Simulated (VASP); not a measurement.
Wanted: the native input for a VASP 6.6.1 run.

```
Task                   : single point
Functional             : PBE
Potentials or basis    : VASP PAW PBE potentials, release 64 (B, N)
Cutoff                 : 600 eV
k mesh                 : 3 × 3 × 2
Occupations            : gaussian, width 0.01 eV
Spin                   : no spin polarisation
Dipole correction      : no
Further INCAR settings : ALGO = Normal; EDIFF = 1e-06; NBANDS = 16
```

The structure of BN lies in POSCAR:

```
BN
1.0
    2.5040000000      0.0000000000      0.0000000000
   -1.2520000000      2.1685276111      0.0000000000
    0.0000000000      0.0000000000      6.6610000000
B N
2 2
Direct
    0.3333333333      0.6666666667      0.2500000000
    0.6666666667      0.3333333333      0.7500000000
    0.6666666667      0.3333333333      0.2500000000
    0.3333333333      0.6666666667      0.7500000000
```

These files were run (other wordings do the same):

INCAR

```
PREC = Accurate ; ENCUT = 600
EDIFF = 1E-6 ; ISMEAR = 0
SIGMA = 0.01 ; LREAL = False
LASPH = True ; NELM = 120
ALGO = Normal ; ISIF = 2
LWAVE = False ; LCHARG = True
GGA = PE ; LELF = True
LVHAR = True ; NBANDS = 16
GGA_COMPAT = False
```

KPOINTS

```
Automatic mesh
0
Gamma
  3 3 2
```

Potentials or basis: VASP PAW PBE potentials, release 64 (B, N).

Launch:

```sh
$ cat potpaw_PBE.64/B/POTCAR potpaw_PBE.64/N/POTCAR > POTCAR
$ mpirun -np 1 vasp_std > vasp.out
```

Results of the run:

```yaml
Pressure: 3.0 GPa
Band_gap_on_the_k_mesh: 4.61 eV, direct
```

Caveat: the k points lie up to 0.97 Å⁻¹ apart; this functional lacks dispersion, which binds the layers, so the pressure and a relaxed spacing across them are unreliable.

Run time: 3.2 s on 1 thread of Intel(R) Xeon(R) 6975P-C (Granite Rapids), on a shared host, peak memory 0.14 GiB.
